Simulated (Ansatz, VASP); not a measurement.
**One calculation of CdTe, two programs**

File POSCAR:

```
CdTe
1.0
    3.7610753690      0.0000000000      0.0000000000
    0.0000000000      3.7610753690      0.0000000000
    0.0000000000      0.0000000000      3.7610753690
Cd Te
1 1
Direct
    0.0000000000      0.0000000000      0.0000000000
    0.5000000000      0.5000000000      0.5000000000
```

The input INCAR.step1:

```
SYSTEM = CdTe
PREC = Accurate ; ENCUT = 520
EDIFF = 1E-5 ; ISMEAR = -1
SIGMA = 0.02 ; LREAL = .False.
LASPH = .True. ; NELM = 60
ALGO = Normal ; ISIF = 2
LWAVE = .True. ; GGA = PE
NBANDS = 16
```

The input INCAR.step2:

```
SYSTEM = CdTe
PREC = Accurate ; ENCUT = 520
EDIFF = 1E-6 ; ISMEAR = -1
SIGMA = 0.02 ; LREAL = .False.
LASPH = .True. ; NELM = 60
ALGO = Normal ; ISIF = 2
LWAVE = .False. ; LCHARG = .True.
GGA = PE ; LHFCALC = .True.
AEXX = 0.05 ; HFSCREEN = 0.5
PRECFOCK = Normal ; LELF = .True.
LVHAR = .True. ; ISTART = 1
NBANDS = 16
```

File KPOINTS:

```
Automatic mesh
0
Gamma
  4 4 4
  0 0 0
```

Input for Ansatz:

```yaml
crystal:
  lattice:
    - [3.761075369, 0.0, 0.0]
    - [0.0, 3.761075369, 0.0]
    - [0.0, 0.0, 3.761075369]
  atoms:
    - { symbol: Cd, position: [0.0, 0.0, 0.0] }
    - { symbol: Te, position: [0.5, 0.5, 0.5] }
kpoints:
  mp_grid: { grid: [4, 4, 4] }
hamiltonian:
  xc: { exchange: pbe, correlation: pbe, exx: { coeff: 0.05, omega: 0.5 } }
scf:
  occupations: { method: fermi_dirac, width: 0.02 }
  n_extra_bands: 4
output:
  forces: true
  stress: true
  eigenvalues: true
```

Alike in both runs: task single point; functional PBE-based screened hybrid; k mesh 4 × 4 × 4; occupations fermi-dirac, width 0.02 eV; no spin polarisation.

|  | VASP | Ansatz |
| --- | --- | --- |
| version | VASP 6.6.1 | Ansatz 0.2.0 |
| potentials or method | VASP PAW PBE potentials, release 64 (Cd, Te) | plane waves |
| plane-wave cutoff (eV) | 520 | 420 |
| valence electrons in the cell | 18 | 36 |

|  | VASP | Ansatz | Ansatz less VASP |
| --- | --- | --- | --- |
| pressure (GPa) | 1.6 | 1.5 | -0.09 |

VASP's potentials were made for PBE, not for PBE-based screened hybrid. The functional is the same, so the differences come from potentials, cutoffs and numerics. VASP's potentials hold 18 valence electrons a cell and Ansatz's 36, so a difference there can come from the potentials and not from the codes. Ansatz's warnings: filled band counts differ across k points, stress exchange threshold loose, stress scf threshold loose.

The k mesh is coarse, so the values compare programs but aren't converged. Neither program's run includes spin-orbit coupling.
